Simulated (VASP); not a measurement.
## Ba: relaxation of shape and atoms at fixed volume with PBEsol

Crystal: Ba.

```
Ba
1.0
     3.20354    0.00000    0.00000
    -1.60177    2.77435    0.00000
     0.00000    0.00000    5.22683
Ba
2
Direct
  0.33333 0.66667 0.25000
  0.66667 0.33333 0.75000
```

This isn't the form of Ba at room conditions, which is bcc.

* Program: VASP 6.6.1
* Task: relaxation of shape and atoms at fixed volume
* Functional: PBEsol
* Potentials or basis: VASP PAW PBE potentials, release 64 (Ba_sv)
* Cutoff: 600 eV
* k mesh: 10 × 10 × 6
* Occupations: fermi-dirac, width 0.08 eV
* Spin: no spin polarisation
* Dipole correction: no
* Further INCAR settings: ALGO = Normal; EDIFF = 1e-06; IBRION = 2; EDIFFG = -0.005; NSW = 50; ISIF = 4

```json
{
  "Energy gained by relaxing": "5.9 meV/atom",
  "Ionic steps": "3",
  "Pressure after relaxing": "36.7 GPa",
  "Band gap on the k mesh": "zero (bands 10 and 11 overlap by 2.11 eV)"
}
```

Step by step:
| step | energy change (eV) | largest force (eV/Å) | pressure (GPa) | volume (Å³) |
| --- | --- | --- | --- | --- |
| 1 | 0.0000 | 0.0000 | 36.39 | 46.45 |
| 2 | -0.0109 | 0.0000 | 36.51 | 46.45 |
| 3 | -0.0118 | 0.0000 | 36.66 | 46.45 |

Final structure:
```
CELL_PARAMETERS angstrom
3.24262 0.00000 0.00000
-1.62131 2.80819 0.00000
0.00000 0.00000 5.10158
ATOMIC_POSITIONS crystal
Ba 0.33333 0.66667 0.25000
Ba 0.66667 0.33333 0.75000
```

Levels at points of the mesh, in eV from the Fermi level:
| k point | band 7 | band 8 | band 9 | band 10 | band 11 | band 12 | band 13 | band 14 |
| --- | --- | --- | --- | --- | --- | --- | --- | --- |
| (0.00, 0.00, 0.00) | -11.35 | -11.01 | -2.08 | -0.72 | 1.91 | 1.91 | 2.52 | 3.39 |
| (0.50, 0.00, 0.00) | -13.08 | -11.96 | -3.21 | -1.44 | -0.50 | 1.36 | 4.64 | 5.17 |
| (0.00, 0.00, 0.50) | -11.80 | -11.80 | -0.69 | -0.69 | 1.75 | 1.75 | 1.75 | 1.75 |
| (0.50, 0.00, 0.50) | -12.74 | -12.74 | -2.21 | -2.21 | -0.87 | -0.87 | 4.84 | 4.84 |

Wall time 76 s on 1 thread of Oxide Virtual Turin-like Processor, with other jobs on the host, peak memory 0.17 GiB.

Caveat: the PAW data sets were made with another functional, which shifts forces and pressure a little; spin-orbit coupling is left out, which moves the levels of the heavy elements.
